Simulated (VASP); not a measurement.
# CsSnI3 (Pm-3m) in VASP: a series of runs

The runs below take CsSnI3 through single point, with PBE.

All numbers are computed with VASP 6.6.1; they aren't measurements. Logs are shortened: lines on timing, memory, paths and dates and some standing lists are left out, and cuts for length are marked.

## 1. The cell of the first run

The structure is cubic, space group Pm-3m (No. 221). Conventional cell: a = 6.170 Å, b = 6.170 Å, c = 6.170 Å, α = 90.00°, β = 90.00°, γ = 90.00°. Cs (site symmetry m-3m) has 12 I at 4.36 Å and 8 Sn at 5.34 Å within 5.7 Å. Sn (site symmetry m-3m) has 6 I at 3.08 Å within 4.1 Å. I (site symmetry 4/mmm) has 2 Sn at 3.08 Å within 4.1 Å.

## 2. Single point, PBE (46.97 Å³/atom)

INCAR

```
  ALGO = Normal
  EDIFF = 1E-6
  ENCUT = 520
  GGA = PE
  ISIF = 2
  ISMEAR = 0
  LASPH = True
  LCHARG = False
  LREAL = False
  LWAVE = False
  NBANDS = 30
  NELM = 60
  PREC = Accurate
  SIGMA = 0.01
```

KPOINTS

```
k-points
0
Gamma
  4 4 4
```

POSCAR

```
CsSnI3
1.0
    6.1695175952      0.0000000000      0.0000000000
    0.0000000000      6.1695175952      0.0000000000
    0.0000000000      0.0000000000      6.1695175952
Cs Sn I
1 1 3
Direct
    0.0000000000      0.0000000000      0.0000000000
    0.5000000000      0.5000000000      0.5000000000
    0.5000000000      0.5000000000      0.0000000000
    0.5000000000      0.0000000000      0.5000000000
    0.0000000000      0.5000000000      0.5000000000
```

Potentials or basis: VASP PAW PBE potentials, release 64 (Cs_sv, Sn_d, I).

The run is started by

```bash
$ cat potpaw_PBE.64/Cs_sv/POTCAR potpaw_PBE.64/Sn_d/POTCAR potpaw_PBE.64/I/POTCAR > POTCAR
$ mpirun -np 1 vasp_std > vasp.out
```

OUTCAR:

```text
EDIFF = 1E-6
   ENCUT = 520
   GGA = PE
   ISIF = 2
   ISMEAR = 0
   LASPH = True
   LREAL = False
   NELM = 60
   PREC = Accurate

 ion  position               nearest neighbor table
   1  0.000  0.000  0.000-
   2  0.500  0.500  0.500-   3 3.08   4 3.08   5 3.08   3 3.08   4 3.08   5 3.08
   3  0.500  0.500  0.000-   2 3.08   2 3.08
   4  0.500  0.000  0.500-   2 3.08   2 3.08
   5  0.000  0.500  0.500-   2 3.08   2 3.08

  LATTYP: Found a simple cubic cell.
 ALAT       =     6.1695175952

  Lattice vectors:

 A1 = (   6.1695175952,   0.0000000000,   0.0000000000)
 A2 = (   0.0000000000,   6.1695175952,   0.0000000000)
 A3 = (   0.0000000000,   0.0000000000,   6.1695175952)

Analysis of symmetry for initial positions (statically):
=====================================================================
 Subroutine PRICEL returns:
 Original cell was already a primitive cell.

 Routine SETGRP: Setting up the symmetry group for a
 simple cubic supercell.

 Subroutine GETGRP returns: Found 48 space group operations
 (whereof 48 operations were pure point group operations)
 out of a pool of 48 trial point group operations.

The static configuration has the point symmetry O_h .

Analysis of symmetry for dynamics (positions and initial velocities):
=====================================================================
 Subroutine PRICEL returns:
 Original cell was already a primitive cell.

 Routine SETGRP: Setting up the symmetry group for a
 simple cubic supercell.

 Subroutine GETGRP returns: Found 48 space group operations
 (whereof 48 operations were pure point group operations)
 out of a pool of 48 trial point group operations.

The dynamic configuration has the point symmetry O_h .

 Subroutine INISYM returns: Found 48 space group operations
 (whereof 48 operations are pure point group operations),
 and found     1 'primitive' translations

----------------------------------------------------------------------------------------

                                     Primitive cell

  volume of cell :     234.8300

  direct lattice vectors                    reciprocal lattice vectors
     6.169517595  0.000000000  0.000000000     0.162087227  0.000000000  0.000000000
     0.000000000  6.169517595  0.000000000     0.000000000  0.162087227  0.000000000
     0.000000000  0.000000000  6.169517595     0.000000000  0.000000000  0.162087227

  length of vectors
     6.169517595  6.169517595  6.169517595     0.162087227  0.162087227  0.162087227

  position of ions in fractional coordinates (direct lattice)
     0.000000000  0.000000000  0.000000000
     0.500000000  0.500000000  0.500000000
     0.500000000  0.500000000  0.000000000
     0.500000000  0.000000000  0.500000000
     0.000000000  0.500000000  0.500000000

  ion indices of the primitive-cell ions
   primitive index   ion index
                 1           1
                 2           2
                 3           3
                 4           4
                 5           5

----------------------------------------------------------------------------------------

 KPOINTS: k-points

Automatic generation of k-mesh.
 Grid dimensions read from file:
 generate k-points for:    4    4    4

 Generating k-lattice:

  Cartesian coordinates                     Fractional coordinates (reciprocal lattice)
     0.040521807  0.000000000  0.000000000     0.250000000  0.000000000  0.000000000
     0.000000000  0.040521807  0.000000000     0.000000000  0.250000000  0.000000000
     0.000000000  0.000000000  0.040521807     0.000000000  0.000000000  0.250000000

  Length of vectors
     0.040521807  0.040521807  0.040521807

  Shift w.r.t. Gamma in fractional coordinates (k-lattice)
     0.000000000  0.000000000  0.000000000

 Subroutine IBZKPT returns following result:
 ===========================================

 Found     10 irreducible k-points:

 Following reciprocal coordinates:
            Coordinates               Weight
  0.000000  0.000000  0.000000      1.000000
  0.250000  0.000000  0.000000      6.000000
  0.500000  0.000000  0.000000      3.000000
  0.250000  0.250000  0.000000     12.000000
  0.500000  0.250000  0.000000     12.000000
  0.500000  0.500000  0.000000      3.000000
  0.250000  0.250000  0.250000      8.000000
  0.500000  0.250000  0.250000     12.000000
  0.500000  0.500000  0.250000      6.000000
  0.500000  0.500000  0.500000      1.000000
   k-points           NKPTS =     10   k-points in BZ     NKDIM =     10   number of bands    NBANDS=     30
   number of dos      NEDOS =    301   number of ions     NIONS =      5
   total plane-waves  NPLWV = 110592
   dimension x,y,z NGX =    48 NGY =   48 NGZ =   48
   dimension x,y,z NGXF=    96 NGYF=   96 NGZF=   96
   ions per type =               1   1   3
   NGX,Y,Z   is equivalent  to a cutoff of  12.93, 12.93, 12.93 a.u.
   NGXF,Y,Z  is equivalent  to a cutoff of  25.87, 25.87, 25.87 a.u.
 SYSTEM =  unknown system
   PREC   = accura    normal or accurate (medium, high low for compatibility)
   ISTART =      0    job   : 0-new  1-cont  2-samecut
   ICHARG =      2    charge: 1-file 2-atom 10-const
   ISPIN  =      1    spin polarized calculation?
   LNONCOLLINEAR =      F non collinear calculations
   LSORBIT =      F    spin-orbit coupling
   LASPH  =      T    aspherical Exc in radial PAW
   ENCUT  =  520.0 eV  38.22 Ry    6.18 a.u.  11.47 11.47 11.47*2*pi/ulx,y,z
   NELM   =     60;   NELMIN=  2; NELMDL= -5     # of ELM steps
   EDIFF  = 0.1E-05   stopping-criterion for ELM
   LREAL  =      F    real-space projection
   EDIFFG = 0.1E-04   stopping-criterion for IOM
   NSW    =      0    number of steps for IOM
   IBRION =     -1    ionic relax: 0-MD 1-quasi-New 2-CG
   NFREE  =      0    steps in history (QN), initial steepest desc. (CG)
   ISIF   =      2    stress and relaxation
   ISYM   =      2    0-nonsym 1-usesym 2-fastsym
   POTIM  = 0.5000    time-step for ionic-motion
   TEBEG  =    0.0;   TEEND  =   0.0 temperature during run
   PSTRESS=    0.0 pullay stress
   NELECT =      44.0000    total number of electrons
   NUPDOWN=      -1.0000    fix difference up-down
   EMIN   =  10.00;   EMAX   =-10.00  energy-range for DOS
   EFERMI =   0.00;   METHOD = LEGACY
   ISMEAR =     0;   SIGMA  =   0.01  broadening in eV -4-tet -1-fermi 0-gaus
   EFERMI_NEDOS =   21; number of points for ismear=-14 and -15
   IALGO  =     38    algorithm
   IMIX   =      4    mixing-type and parameters
     AMIX     =   0.40;   BMIX     =  1.00
     AMIX_MAG =   1.60;   BMIX_MAG =  1.00
  volume/ion in A,a.u.               =      46.97       316.94
  Fermi-wavevector in a.u.,A,eV,Ry     =   0.936788  1.770272 11.940081  0.877571
  Thomas-Fermi vector in A             =   2.063833
   LORBIT       =      0    0 simple, 1 ext, 2 COOP (PROOUT), +10 PAW based schemes
   GGA     = PE    functional components
   LHFCALC =     F    Hartree Fock is set to
   AEXX    =    0.0000 exact exchange contribution
   IVDW    =     0    specifies the selected vdW correction
   LEPSILON=     F    determine dielectric tensor
   LRPA    =     F    only Hartree local field effects (RPA)
 non-spin polarized calculation
 Gauss-broadening in eV      SIGMA  =   0.01
  energy-cutoff  :      520.00
  volume of cell :      234.83
 maximum number of plane-waves:      6382
 NGX is ok and might be reduce to    48
   NGX = 23   NGY = 23   NGZ = 23

 number of electron      43.9999994 magnetization

 Free energy of the ion-electron system (eV)
  ---------------------------------------------------
  ext. energy  EPLUGINS =         0.00000000
  ---------------------------------------------------
  free energy    TOTEN  =       -13.92072135 eV

  energy without entropy =      -13.92072135  energy(sigma->0) =      -13.92072135

 E-fermi :   3.1896     XC(G=0):  -7.5956

 val. band max:        3.1357123334   @ k =   0.5000   0.5000   0.5000
 cond. band min:       3.3567468126   @ k =   0.5000   0.5000   0.5000
 fundamental gap:      0.2210344793
 Fermi energy:         3.1896314055

 k-point     1 :       0.0000    0.0000    0.0000
  band No.  band energies     occupation
      1     -19.2807      2.00000
      2     -19.0874      2.00000
      3     -19.0874      2.00000
      4     -19.0653      2.00000
      5     -19.0653      2.00000
      6     -19.0653      2.00000
[... 22 lines left out ...]
     29       7.8375      0.00000
     30       7.8375      0.00000

 k-point     2 :       0.2500    0.0000    0.0000
  band No.  band energies     occupation
      1     -19.2804      2.00000
      2     -19.0874      2.00000
      3     -19.0866      2.00000
      4     -19.0653      2.00000
      5     -19.0653      2.00000
      6     -19.0653      2.00000
[... 22 lines left out ...]
     29       6.9529      0.00000
     30       7.7236      0.00000

 k-point     3 :       0.5000    0.0000    0.0000
  band No.  band energies     occupation
      1     -19.2802      2.00000
      2     -19.0874      2.00000
      3     -19.0857      2.00000
      4     -19.0654      2.00000
      5     -19.0654      2.00000
      6     -19.0653      2.00000
[... 22 lines left out ...]
     29       7.4493      0.00000
     30       7.4493      0.00000

 k-point     4 :       0.2500    0.2500    0.0000
  band No.  band energies     occupation
      1     -19.2802      2.00000
      2     -19.0870      2.00000
      3     -19.0861      2.00000
      4     -19.0654      2.00000
      5     -19.0653      2.00000
      6     -19.0653      2.00000
[... 154 lines left out ...]
     29       7.6073      0.00000
     30       7.6288      0.00000

 k-point     9 :       0.5000    0.5000    0.2500
  band No.  band energies     occupation
      1     -19.2796      2.00000
      2     -19.0857      2.00000
      3     -19.0848      2.00000
      4     -19.0656      2.00000
      5     -19.0655      2.00000
      6     -19.0655      2.00000
[... 22 lines left out ...]
     29       7.3153      0.00000
     30       7.8968      0.00000

 k-point    10 :       0.5000    0.5000    0.5000
  band No.  band energies     occupation
      1     -19.2794      2.00000
      2     -19.0848      2.00000
      3     -19.0848      2.00000
      4     -19.0656      2.00000
      5     -19.0656      2.00000
      6     -19.0656      2.00000
[... 22 lines left out ...]
     29       7.0100      0.00000
     30       8.2108      0.00000

------------------------ aborting loop because EDIFF is reached ----------------------------------------

  FORCE on cell =-STRESS in cart. coord.  units (eV):
  Direction    XX          YY          ZZ          XY          YZ          ZX
  --------------------------------------------------------------------------------------
  -------------------------------------------------------------------------------------
  Total        1.6905642      1.6905642      1.6905642      0.0000000     -0.0000000      0.0000000
  in kB       11.5342306     11.5342306     11.5342306      0.0000000     -0.0000000      0.0000000
  external PRESSURE =      11.5342306 kB  Pullay stress =       0.0000000 kB

 VOLUME and BASIS-vectors are now :
 -----------------------------------------------------------------------------
  energy-cutoff  :      520.00
  volume of cell :      234.83
      direct lattice vectors                 reciprocal lattice vectors
     6.169517595  0.000000000  0.000000000     0.162087227  0.000000000  0.000000000
     0.000000000  6.169517595  0.000000000     0.000000000  0.162087227  0.000000000
     0.000000000  0.000000000  6.169517595     0.000000000  0.000000000  0.162087227

 POSITION                                       TOTAL-FORCE (eV/Angst)
 -----------------------------------------------------------------------------------
      0.00000      0.00000      0.00000         0.000000      0.000000      0.000000
      3.08476      3.08476      3.08476         0.000000      0.000000      0.000000
      3.08476      3.08476      0.00000         0.000000      0.000000      0.000000
      3.08476      0.00000      3.08476         0.000000      0.000000      0.000000
      0.00000      3.08476      3.08476         0.000000      0.000000      0.000000
 -----------------------------------------------------------------------------------
    total drift:                                0.000000     -0.000000     -0.000000

  FREE ENERGIE OF THE ION-ELECTRON SYSTEM (eV)
  ---------------------------------------------------
  free  energy   TOTEN  =       -13.9207213521 eV

  energy  without entropy=      -13.9207213521  energy(sigma->0) =      -13.92072135
```

It took 2.2 min on 1 thread of Intel Xeon 8259CL, shared host; peak memory 0.35 GiB.

What came out:

```yaml
Free_energy: -13.9207 eV
Pressure: 1.2 GPa
Band_gap_on_the_k_mesh: 0.22 eV
```

Levels at points of the mesh, in eV from the valence-band top:
| k point | band 20 | band 21 | band 22 | band 23 | band 24 | band 25 |
| --- | --- | --- | --- | --- | --- | --- |
| (0.00, 0.00, 0.00) | -2.31 | -2.31 | -2.31 | 2.07 | 2.96 | 2.96 |
| (0.50, 0.00, 0.00) | -2.44 | -2.44 | -1.65 | 1.00 | 3.65 | 3.82 |
| (0.50, 0.50, 0.00) | -2.66 | -1.88 | -0.82 | 0.68 | 0.68 | 3.95 |
| (0.50, 0.50, 0.50) | -1.86 | -1.86 | 0.00 | 0.22 | 0.22 | 0.22 |

Caveat: semilocal functionals underestimate gaps, and a narrow one can read as zero; spin-orbit coupling is left out, which moves the levels of the heavy elements. A k mesh can miss the band edges.

## 3. Single point, PBE

This run uses another cell than the first one, of 48.63 Å³/atom.

INCAR

```
SYSTEM = CsSnI3
ALGO = Normal
EDIFF = 1E-7
ENCUT = 520
GGA = PE
ISIF = 2
ISMEAR = 0
LASPH = .TRUE.
LCHARG = .FALSE.
LREAL = .FALSE.
LWAVE = .FALSE.
NBANDS = 30
NELM = 80
PREC = Accurate
SIGMA = 0.01
```

KPOINTS

```
k-points
0
G
  4 4 4
  0 0 0
```

Changes to POSCAR since step 2:

```diff
@@ -2,5 +2,5 @@
 1.0
-    6.1695175952      0.0000000000      0.0000000000
-    0.0000000000      6.1695175952      0.0000000000
-    0.0000000000      0.0000000000      6.1695175952
+    6.2414907984      0.0000000000      0.0000000000
+    0.0000000000      6.2414907984      0.0000000000
+    0.0000000000      0.0000000000      6.2414907984
 Cs Sn I
```

Potentials or basis: VASP PAW PBE potentials, release 64 (Cs_sv, Sn_d, I).

The run is started by

```bash
$ cat potpaw_PBE.64/Cs_sv/POTCAR potpaw_PBE.64/Sn_d/POTCAR potpaw_PBE.64/I/POTCAR > POTCAR
$ mpirun -np 1 vasp_std > vasp.out
```

It took 2.5 min on 1 thread of Intel Xeon 8259CL, shared host; peak memory 0.36 GiB.

Results (log left out):

| Quantity | Value |
| --- | --- |
| Free energy | -13.9635 eV |
| Pressure | 0.5 GPa |
| Band gap on the k mesh | 0.38 eV |

Levels at points of the mesh, in eV from the valence-band top:
| k point | band 20 | band 21 | band 22 | band 23 | band 24 | band 25 |
| --- | --- | --- | --- | --- | --- | --- |
| (0.00, 0.00, 0.00) | -2.09 | -2.09 | -2.09 | 2.25 | 3.20 | 3.20 |
| (0.50, 0.00, 0.00) | -2.21 | -2.21 | -1.52 | 1.13 | 3.76 | 3.98 |
| (0.50, 0.50, 0.00) | -2.44 | -1.68 | -0.75 | 0.82 | 0.82 | 3.97 |
| (0.50, 0.50, 0.50) | -1.66 | -1.66 | 0.00 | 0.38 | 0.38 | 0.38 |

Caveat: semilocal functionals underestimate gaps, and a narrow one can read as zero; spin-orbit coupling is left out, which moves the levels of the heavy elements. A k mesh can miss the band edges.

## 4. Single point, PBE (48.46 Å³/atom)

This run uses another cell than the first one, of 48.46 Å³/atom.

INCAR

```
SYSTEM = CsSnI3
PREC = Accurate
ENCUT = 520
EDIFF = 1E-6
ISMEAR = 0
SIGMA = 0.01
LREAL = .FALSE.
LASPH = .TRUE.
NELM = 100
ALGO = Normal
ISIF = 2
LWAVE = .FALSE.
LCHARG = .FALSE.
GGA = PE
NBANDS = 30
```

KPOINTS

```
Automatic mesh
0
G
  4 4 4
  0 0 0
```

Changes to POSCAR since step 3:

```diff
@@ -2,5 +2,5 @@
 1.0
-    6.2414907984      0.0000000000      0.0000000000
-    0.0000000000      6.2414907984      0.0000000000
-    0.0000000000      0.0000000000      6.2414907984
+    6.2344646584      0.0000000000      0.0000000000
+    0.0000000000      6.2344646584      0.0000000000
+    0.0000000000      0.0000000000      6.2344646584
 Cs Sn I
```

The run is started by

```bash
$ cat potpaw_PBE.64/Cs_sv/POTCAR potpaw_PBE.64/Sn_d/POTCAR potpaw_PBE.64/I/POTCAR > POTCAR
$ mpirun -np 1 vasp_std > vasp.out
```

Run time: 2.4 min. Hardware: 1 thread of Intel Xeon 8259CL, shared host; peak memory 0.35 GiB.

The run converged. Its results:

```
Free energy            : -13.9608 eV
Pressure               : 0.5 GPa
Band gap on the k mesh : 0.36 eV
```

Levels at points of the mesh, in eV from the valence-band top:
```tsv
k point	band 20	band 21	band 22	band 23	band 24	band 25
(0.00, 0.00, 0.00)	-2.11	-2.11	-2.11	2.23	3.18	3.18
(0.50, 0.00, 0.00)	-2.23	-2.23	-1.53	1.12	3.75	3.97
(0.50, 0.50, 0.00)	-2.46	-1.69	-0.76	0.80	0.80	3.97
(0.50, 0.50, 0.50)	-1.68	-1.68	0.00	0.36	0.36	0.36
```

Caveat: semilocal functionals underestimate gaps, and a narrow one can read as zero; spin-orbit coupling is left out, which moves the levels of the heavy elements. A k mesh can miss the band edges.

## 5. Summary

| cell | gap on the mesh (eV) | pressure (GPa) |
| --- | --- | --- |
| a = 6.170 Å, 5 atoms | 0.22 | 1.2 |
| a = 6.241 Å, 5 atoms | 0.38 | 0.5 |
| a = 6.234 Å, 5 atoms | 0.36 | 0.5 |

Alike in all rows: task single point; level PBE; potentials or basis VASP PAW PBE potentials, release 64 (Cs_sv, Sn_d, I); no spin polarisation; k mesh 4 × 4 × 4; cutoff (eV) 520; smearing gaussian 0.01 eV.

Caveats: semilocal functionals underestimate gaps, and a narrow one can read as zero; spin-orbit coupling is left out, which moves the levels of the heavy elements.

Total energies depend on the potentials used, so only differences within one code and one set of settings carry meaning.
